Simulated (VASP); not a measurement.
Set up this calculation in VASP 6.6.1, as the native input.

| Property | Result |
| --- | --- |
| Task | single point |
| Functional | PBE |
| Potentials or basis | VASP PAW PBE potentials, release 64 (Tl_d, Br) |
| Cutoff | 500 eV |
| k mesh | 7 × 7 × 7 |
| Occupations | fermi-dirac, width 0.02 eV |
| Spin | no spin polarisation |
| Dipole correction | no |
| Further INCAR settings | ALGO = Normal; EDIFF = 1e-06; NBANDS = 17 |

The structure of TlBr lies in POSCAR:

```
TlBr
1.0
    3.9800000000      0.0000000000      0.0000000000
    0.0000000000      3.9800000000      0.0000000000
    0.0000000000      0.0000000000      3.9800000000
Tl Br
1 1
Direct
    0.0000000000      0.0000000000      0.0000000000
    0.5000000000      0.5000000000      0.5000000000
```

These files were run (other wordings do the same):

INCAR

```
PREC = Accurate ; ENCUT = 500
EDIFF = 1E-6 ; ISMEAR = -1
SIGMA = 0.02 ; LREAL = F
LASPH = T ; NELM = 120
ALGO = Normal ; ISIF = 2
LWAVE = F ; LCHARG = F
GGA = PE ; NBANDS = 17
GGA_COMPAT = F
```

KPOINTS

```
regular mesh
0
Gamma
  7 7 7
```

Potentials or basis: VASP PAW PBE potentials, release 64 (Tl_d, Br).

The run is started by

```sh
$ cat potpaw_PBE.64/Tl_d/POTCAR potpaw_PBE.64/Br/POTCAR > POTCAR
$ mpirun -np 1 vasp_std > vasp.out
```

It gave:

```json
{"Pressure": "1.2 GPa", "Band gap on the k mesh": "2.30 eV, direct"}
```

Caveat: spin-orbit coupling is left out, which moves the levels of the heavy elements.

It took 14 s on 1 thread of Intel(R) Xeon(R) Platinum 8375C CPU @ 2.90GHz (Ice Lake), with other jobs on the host, peak memory 0.17 GiB.
